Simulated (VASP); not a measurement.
# InAs (Fm-3m) in VASP: further runs, part 2 of 2

VASP 6.6.1.

### 3 Single point, LDA

This run uses another cell than the first one, of 21.97 Å³/atom.

Contents of INCAR:

```
ALGO     = Normal         # electronic algorithm
EDIFF    = 1E-6           # SCF threshold, eV
ENCUT    = 500            # plane-wave cutoff, eV
GGA      = CA             # functional
GGA_COMPAT= False        
ISIF     = 2              # what is computed and relaxed
ISMEAR   = 0              # smearing method
LASPH    = True           # aspherical terms in the spheres
LCHARG   = False          # write CHGCAR
LREAL    = False          # projectors in reciprocal space
LWAVE    = False          # write WAVECAR
NBANDS   = 16             # bands
NELM     = 120            # most SCF steps
PREC     = Accurate       # precision mode
SIGMA    = 0.1            # smearing width, eV
```

Contents of KPOINTS:

```
k-points
0
Gamma
  12 12 12
```

Contents of POSCAR:

```
InAs
1.0
    0.0000000000      2.8006407273      2.8006407273
    2.8006407273      0.0000000000      2.8006407273
    2.8006407273      2.8006407273      0.0000000000
In As
1 1
Direct
    0.5000000000      0.5000000000      0.5000000000
    0.0000000000      0.0000000000      0.0000000000
```

Potentials or basis: VASP PAW LDA potentials, release 64 (In_d, As).

The run is started by

```
$ cat potpaw_LDA.64/In_d/POTCAR potpaw_LDA.64/As/POTCAR > POTCAR
$ mpirun -np 1 vasp_std > vasp.out
```

OUTCAR:

```text
EDIFF = 1E-6
   ENCUT = 500
   GGA = CA
   ISIF = 2
   ISMEAR = 0
   LASPH = True
   LREAL = False
   NELM = 120
   PREC = Accurate

 ion  position               nearest neighbor table
   1  0.500  0.500  0.500-   2 2.80   2 2.80   2 2.80   2 2.80   2 2.80   2 2.80
   2  0.000  0.000  0.000-   1 2.80   1 2.80   1 2.80   1 2.80   1 2.80   1 2.80

  LATTYP: Found a face centered cubic cell.
 ALAT       =     5.6012814546

  Lattice vectors:

 A1 = (   0.0000000000,   2.8006407273,   2.8006407273)
 A2 = (   2.8006407273,   0.0000000000,   2.8006407273)
 A3 = (   2.8006407273,   2.8006407273,   0.0000000000)

Analysis of symmetry for initial positions (statically):
=====================================================================
 Subroutine PRICEL returns:
 Original cell was already a primitive cell.

 Routine SETGRP: Setting up the symmetry group for a
 face centered cubic supercell.

 Subroutine GETGRP returns: Found 48 space group operations
 (whereof 48 operations were pure point group operations)
 out of a pool of 48 trial point group operations.

The static configuration has the point symmetry O_h .

Analysis of symmetry for dynamics (positions and initial velocities):
=====================================================================
 Subroutine PRICEL returns:
 Original cell was already a primitive cell.

 Routine SETGRP: Setting up the symmetry group for a
 face centered cubic supercell.

 Subroutine GETGRP returns: Found 48 space group operations
 (whereof 48 operations were pure point group operations)
 out of a pool of 48 trial point group operations.

The dynamic configuration has the point symmetry O_h .

 Subroutine INISYM returns: Found 48 space group operations
 (whereof 48 operations are pure point group operations),
 and found     1 'primitive' translations

----------------------------------------------------------------------------------------

                                     Primitive cell

  volume of cell :      43.9341
[... 110 lines left out ...]
  volume/ion in A,a.u.               =      21.97       148.24
  Fermi-wavevector in a.u.,A,eV,Ry     =   1.215901  2.297720 20.115065  1.478416
  Thomas-Fermi vector in A             =   2.351273
   LORBIT       =      0    0 simple, 1 ext, 2 COOP (PROOUT), +10 PAW based schemes
   GGA     = CA    functional components
   LHFCALC =     F    Hartree Fock is set to
   AEXX    =    0.0000 exact exchange contribution
   IVDW    =     0    specifies the selected vdW correction
   LEPSILON=     F    determine dielectric tensor
   LRPA    =     F    only Hartree local field effects (RPA)
 non-spin polarized calculation
 Gauss-broadening in eV      SIGMA  =   0.10
  energy-cutoff  :      500.00
  volume of cell :       43.93
 maximum number of plane-waves:      1139
 NGX is ok and might be reduce to    30
   NGX = 15   NGY = 15   NGZ = 15

 number of electron      18.0000003 magnetization

 Free energy of the ion-electron system (eV)
  ---------------------------------------------------
  ext. energy  EPLUGINS =         0.00000000
  ---------------------------------------------------
  free energy    TOTEN  =        -8.75978194 eV

  energy without entropy =       -8.75245349  energy(sigma->0) =       -8.75611771

 E-fermi :   6.6350     XC(G=0): -10.7049

 val. band max:        6.6159368355   @ k =  -0.2500   0.2500   0.0000
 cond. band min:       6.6496022106   @ k =   0.4167   0.2500   0.0000
 fundamental gap:      0.0336653751
 Fermi energy:         6.6350288213

 k-point     1 :       0.0000    0.0000    0.0000
  band No.  band energies     occupation
      1      -7.6658      2.00000
      2      -7.6658      2.00000
      3      -7.6380      2.00000
      4      -7.6380      2.00000
      5      -7.6380      2.00000
      6      -5.9909      2.00000
[... 433 lines left out ...]
      3      -7.6356      2.00000
      4      -7.5852      2.00000
      5      -7.5642      2.00000
      6      -3.7740      2.00000
[... 8 lines left out ...]
     15      17.6941      0.00000
     16      17.8791      0.00000

 [... further k-points ...]

------------------------ aborting loop because EDIFF is reached ----------------------------------------

  FORCE on cell =-STRESS in cart. coord.  units (eV):
  Direction    XX          YY          ZZ          XY          YZ          ZX
  --------------------------------------------------------------------------------------
  -------------------------------------------------------------------------------------
  Total        0.1000771      0.1000771      0.1000771     -0.0000000      0.0000000     -0.0000000
  in kB        3.6495807      3.6495807      3.6495807     -0.0000000      0.0000000     -0.0000000
  external PRESSURE =       3.6495807 kB  Pullay stress =       0.0000000 kB

 VOLUME and BASIS-vectors are now :
 -----------------------------------------------------------------------------
  energy-cutoff  :      500.00
  volume of cell :       43.93
      direct lattice vectors                 reciprocal lattice vectors
     0.000000000  2.800640727  2.800640727    -0.178530575  0.178530575  0.178530575
     2.800640727  0.000000000  2.800640727     0.178530575 -0.178530575  0.178530575
     2.800640727  2.800640727  0.000000000     0.178530575  0.178530575 -0.178530575

 POSITION                                       TOTAL-FORCE (eV/Angst)
 -----------------------------------------------------------------------------------
      2.80064      2.80064      2.80064        -0.000000      0.000000      0.000000
      0.00000      0.00000      0.00000         0.000000     -0.000000     -0.000000
 -----------------------------------------------------------------------------------
    total drift:                                0.000000      0.000000      0.000000

  FREE ENERGIE OF THE ION-ELECTRON SYSTEM (eV)
  ---------------------------------------------------
  free  energy   TOTEN  =        -8.7597819379 eV

  energy  without entropy=       -8.7524534894  energy(sigma->0) =       -8.75611771
```

stdout:

```text
POSCAR found type information on POSCAR InAs
 POSCAR found :  2 types and       2 ions
 scaLAPACK will be used
 LDA part: xc-table for (Slater(with rela. corr.)+CA(PZ))
 , standard interpolation
 POSCAR, INCAR and KPOINTS ok, starting setup
 FFT: planning ... GRIDC
 FFT: planning ... GRID_SOFT
 FFT: planning ... GRID
 WAVECAR not read
 entering main loop
```

Wall time 36 s (1 thread of Intel Xeon Platinum 8375C at 2.90GHz (Ice Lake), shared host); peak memory 0.18 GiB.

Results:

* Free energy: -8.7598 eV
* Pressure: 0.4 GPa
* Band gap on the k mesh: zero (bands 9 and 10 overlap by 2.92 eV)

Levels at points of the mesh, in eV from the Fermi level:
| k point | band 7 | band 8 | band 9 | band 10 | band 11 | band 12 |
| --- | --- | --- | --- | --- | --- | --- |
| (0.00, 0.00, 0.00) | -0.19 | -0.19 | -0.19 | -0.18 | 7.37 | 7.37 |
| (0.50, 0.00, 0.00) | -6.92 | 0.30 | 0.30 | 2.20 | 3.30 | 3.30 |
| (0.50, 0.50, 0.00) | -5.13 | -2.93 | -2.43 | -2.43 | 3.84 | 9.78 |

Caveat: spin-orbit coupling is left out, which moves the levels of the heavy elements.

### 4 Relaxation of cell and atoms, LDA

Contents of INCAR:

```
PREC = Accurate
ENCUT = 500
EDIFF = 1E-7
ISMEAR = 0
SIGMA = 0.1
LREAL = F
LASPH = T
NELM = 120
ALGO = Normal
ISIF = 3
LWAVE = F
LCHARG = F
IBRION = 2
NSW = 100
EDIFFG = -0.005
GGA_COMPAT = F
NELMIN = 4
```

Contents of KPOINTS:

```
regular mesh
0
Gamma
  12 12 12
```

Contents of POSCAR:

```
InAs
1.0
    0.0000000000      2.8773040000      2.8773040000
    2.8773040000      0.0000000000      2.8773040000
    2.8773040000      2.8773040000      0.0000000000
In As
1 1
Direct
    0.5000000000      0.5000000000      0.5000000000
    0.0000000000      0.0000000000      0.0000000000
```

The run is started by

```
$ cat potpaw_LDA.64/In_d/POTCAR potpaw_LDA.64/As/POTCAR > POTCAR
$ mpirun -np 1 vasp_std > vasp.out
```

It took 82 s on 1 thread of Intel Xeon Platinum 8375C at 2.90GHz (Ice Lake), shared host; peak memory 0.19 GiB.

Results (log left out):

```yaml
Free_energy: -8.7608 eV
Relaxed_volume: 22.03 Å³/atom
Relaxed_cell: a = 3.964 Å, b = 3.964 Å, c = 3.964 Å, α = 60.00°, β = 60.00°, γ = 60.00°
Space_group_after_relaxing_to_0.1_Å: Fm-3m (No. 225)
Energy_gained_by_relaxing: 30.0 meV/atom
Ionic_steps: 3
Pressure_after_relaxing: 0.0 GPa
Band_gap_on_the_k_mesh: zero (bands 9 and 10 overlap by 2.91 eV)
```

The path:
| step | energy change (eV) | largest force (eV/Å) | pressure (GPa) | volume (Å³) |
| --- | --- | --- | --- | --- |
| 1 | 0.0000 | 0.0000 | -4.97 | 47.64 |
| 2 | -0.0499 | 0.0000 | 2.50 | 42.73 |
| 3 | -0.0599 | 0.0000 | -0.01 | 44.05 |

Final structure:
```yaml
crystal:
  lattice:
    - [0.00000, 2.80313, 2.80313]
    - [2.80313, 0.00000, 2.80313]
    - [2.80313, 2.80313, 0.00000]
  atoms:
    - { symbol: In, position: [0.50000, 0.50000, 0.50000] }
    - { symbol: As, position: [0.00000, 0.00000, 0.00000] }
```

Levels at points of the mesh, in eV from the Fermi level:
| k point | band 7 | band 8 | band 9 | band 10 | band 11 | band 12 |
| --- | --- | --- | --- | --- | --- | --- |
| (0.00, 0.00, 0.00) | -0.20 | -0.18 | -0.18 | -0.18 | 7.37 | 7.37 |
| (0.50, 0.00, 0.00) | -6.91 | 0.30 | 0.30 | 2.20 | 3.30 | 3.30 |
| (0.50, 0.50, 0.00) | -5.11 | -2.93 | -2.42 | -2.42 | 3.85 | 9.76 |

Caveat: spin-orbit coupling is left out, which moves the levels of the heavy elements.

### 5 Overview

| task | cell | k mesh | gap on the mesh (eV) | pressure (GPa) |
| --- | --- | --- | --- | --- |
| single point | a = 4.069 Å, angles 60.0°, 2 atoms | 6 × 6 × 6 | none | -5.0 |
| single point | a = 3.961 Å, angles 60.0°, 2 atoms | 12 × 12 × 12 | none | 0.4 |
| relaxation of cell and atoms | relaxed from a = 4.069 Å, angles 60.0°, 2 atoms | 12 × 12 × 12 | none | 0.0 |

Alike in all rows: level LDA; potentials or basis VASP PAW LDA potentials, release 64 (In_d, As); no spin polarisation; cutoff (eV) 500; smearing gaussian 0.1 eV.

Caveats: spin-orbit coupling is left out, which moves the levels of the heavy elements; the cell stands under tension (at least some runs).

Absolute energies hang on the potentials; compare differences alone.

The gap in the log of VASP goes by the Fermi energy; the results here count the filled bands.